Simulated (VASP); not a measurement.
Crystal: KBr.

```
CELL_PARAMETERS angstrom
4.64239 0.00000 0.00000
-2.32119 4.02043 0.00000
0.00000 0.00000 8.10767
ATOMIC_POSITIONS crystal
K 0.00000 0.00000 0.00000
K 0.00000 0.00000 0.50000
Br 0.33333 0.66667 0.25000
Br 0.66667 0.33333 0.75000
```

- Program: VASP 6.6.1
- Task: relaxation of cell and atoms
- Functional: PBEsol
- Potentials or basis: VASP PAW PBE potentials, release 64 (K_sv, Br)
- Cutoff: 600 eV
- k mesh: 6 × 6 × 4
- Occupations: fermi-dirac, width 0.02 eV
- Spin: no spin polarisation

At the start: pressure -0.9 GPa; volume 37.83 Å³/atom.

Problem. Where does the relaxation end?

Solution. Over 6 steps the energy falls by 7.2 meV/atom and the volume is 35.34 Å³/atom (-6.6 %); space group P6_3/mmc (No. 194, to 0.05 Å).

The path:
```
step  energy change (eV)  largest force (eV/Å)  pressure (GPa)  volume (Å³)
   1              0.0000                0.0000           -0.87       151.32
   2             -0.0194                0.0000           -0.52       146.88
   3             -0.0285                0.0000           -0.05       141.94
   4             -0.0285                0.0000            0.00       141.46
   5             -0.0287                0.0000            0.00       141.43
   6             -0.0288                0.0000            0.00       141.37
```

Final structure:
```yaml
crystal:
  lattice:
    - [4.52629, 0.00000, 0.00000]
    - [-2.26315, 3.91989, 0.00000]
    - [0.00000, 0.00000, 7.96797]
  atoms:
    - { symbol: K, position: [0.00000, 0.00000, 0.00000] }
    - { symbol: K, position: [0.00000, 0.00000, 0.50000] }
    - { symbol: Br, position: [0.33333, 0.66667, 0.25000] }
    - { symbol: Br, position: [0.66667, 0.33333, 0.75000] }
```

Caveat: the PAW data sets were made with another functional, which shifts forces and pressure a little.
